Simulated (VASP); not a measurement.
**Fe: single point with r2SCAN**

Fe:

```xyz
2
Lattice="2.5750 0.0000 0.0000 -1.2875 2.2301 0.0000 0.0000 0.0000 4.4012" Properties=species:S:1:pos:R:3 pbc="T T T"
Fe    0.0000    1.4867    1.1003
Fe    1.2875    0.7434    3.3009
```

This isn't the form of Fe at room conditions, which is bcc.

```
Program             : VASP 6.6.1
Task                : single point
Functional          : r2SCAN
Potentials or basis : VASP PAW PBE potentials, release 64 (Fe)
Cutoff              : 520 eV
k mesh              : 16 × 16 × 8
Occupations         : fermi-dirac, width 0.05 eV
Spin                : collinear spin, antiferromagnetic start
Starting moments    : [2.658, -2.658] μB
```

```yaml
Pressure: -8.9 GPa
Band_gap_on_the_k_mesh: zero (filled and empty bands overlap)
Net_moment: 0.00 μB per cell
Site_moments: Fe +2.85, -2.85 μB
Valence_electrons_inside_the_program's_atomic_spheres: Fe 7.07
```

Stress tensor (GPa, compression positive):
```
-10.62   0.00   0.00
  0.00 -10.62   0.00
  0.00   0.00  -5.49
```

Levels at points of the mesh, in eV from the Fermi level:
Spin up:
| k point | band 4 | band 5 | band 6 | band 7 | band 8 | band 9 | band 10 | band 11 | band 12 | band 13 |
| --- | --- | --- | --- | --- | --- | --- | --- | --- | --- | --- |
| (0.00, 0.00, 0.00) | -3.16 | -2.45 | -2.45 | -1.77 | -1.09 | 0.39 | 0.39 | 1.87 | 1.87 | 5.80 |
| (0.50, 0.00, 0.00) | -2.89 | -2.33 | -1.40 | -1.07 | -0.72 | 1.40 | 1.62 | 2.59 | 4.12 | 8.77 |
| (0.00, 0.00, 0.50) | -3.19 | -3.19 | -2.48 | -2.48 | -0.96 | 0.48 | 0.48 | 1.86 | 1.86 | 12.53 |
| (0.50, 0.00, 0.50) | -2.76 | -2.18 | -1.40 | -0.83 | 0.45 | 1.31 | 1.63 | 1.71 | 2.60 | 7.04 |
Spin down:
```
           k point  band 5  band 6  band 7  band 8  band 9  band 10  band 11  band 12
(0.00, 0.00, 0.00)   -2.45   -2.45   -1.77   -1.09    0.39     0.39     1.87     1.87
(0.50, 0.00, 0.00)   -2.33   -1.40   -1.07   -0.72    1.40     1.62     2.59     4.12
(0.00, 0.00, 0.50)   -3.19   -2.48   -2.48   -0.96    0.48     0.48     1.86     1.86
(0.50, 0.00, 0.50)   -2.18   -1.40   -0.83    0.45    1.31     1.63     1.71     2.60
```

Run time: 17 min on 1 thread of Intel Xeon 8259CL, on a shared host, peak memory 0.23 GiB.

Caveat: the stress differs along the axes, from -11 to -5 GPa; the antiferromagnetic order is the one typed at the start, and another may lie lower; the PAW data sets were made with another functional, which shifts forces and pressure a little.
